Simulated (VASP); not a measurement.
A run of VASP 6.6.1 is set up as follows.

File INCAR:

```
  PREC = Accurate
  ENCUT = 520
  EDIFF = 1E-6
  ISMEAR = -1
  SIGMA = 0.05
  LREAL = F
  LASPH = T
  NELM = 60
  ALGO = Normal
  ISIF = 2
  LWAVE = F
  LCHARG = F
  NBANDS = 14
```

The input KPOINTS:

```
Automatic mesh
0
Gamma
  14 14 8
```

POSCAR

```
Re
1.0
    2.5854314113      0.0000000000      0.0000000000
   -1.2927157057      2.2390492819      0.0000000000
    0.0000000000      0.0000000000      4.1340662724
Re
2
Direct
    0.3333333333      0.6666666667      0.2500000000
    0.6666666667      0.3333333333      0.7500000000
```

Potentials or basis: VASP PAW LDA potentials, release 64 (Re).

Run with:

```console
$ cat potpaw_LDA.64/Re/POTCAR > POTCAR
$ mpirun -np 1 vasp_std > vasp.out
```

Task: What does it give for the band gap on the k mesh?

Result: Zero (bands 7 and 8 overlap by 4.49 eV).

Task: Predict the pressure.

Result: 113.5 GPa.

Stress tensor (GPa, compression positive):
```
111.14   0.00   0.00
  0.00 111.14   0.00
  0.00   0.00 118.21
```

Caveat: the cell stands under pressure; spin-orbit coupling is left out, which moves the levels of the heavy elements.
